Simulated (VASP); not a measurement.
Input of a VASP 6.6.1 run:

INCAR

```
  PREC = Accurate
  ENCUT = 520
  EDIFF = 1E-7
  ISMEAR = 0
  SIGMA = 0.15
  LREAL = F
  LASPH = T
  NELM = 60
  ALGO = Fast
  ISIF = 2
  LWAVE = F
  LCHARG = F
  GGA = PS
  NBANDS = 12
```

The input KPOINTS:

```
Automatic mesh
0
Gamma
  16 16 16
```

The input POSCAR:

```
Y
1.0
    0.0000000000      2.3856000000      2.2862000000
    2.3856000000      0.0000000000      2.2862000000
    2.3856000000      2.3856000000      0.0000000000
Y
1
Direct
    0.0000000000      0.0000000000      0.0000000000
```

Potentials or basis: VASP PAW PBE potentials, release 64 (Y_sv).

Run with:

```bash
$ cat potpaw_PBE.64/Y_sv/POTCAR > POTCAR
$ mpirun -np 1 vasp_std > vasp.out
```

Question: Predict the pressure.

Answer: 9.1 GPa.

Stress tensor (GPa, compression positive):
```
 8.60  0.00  0.00
 0.00  8.60  0.00
 0.00  0.00 10.00
```

Caveat: the cell differs from its parent crystal (strain -0.040 along x and y, -0.080 along z); the PAW data sets were made with another functional, which shifts forces and pressure a little.
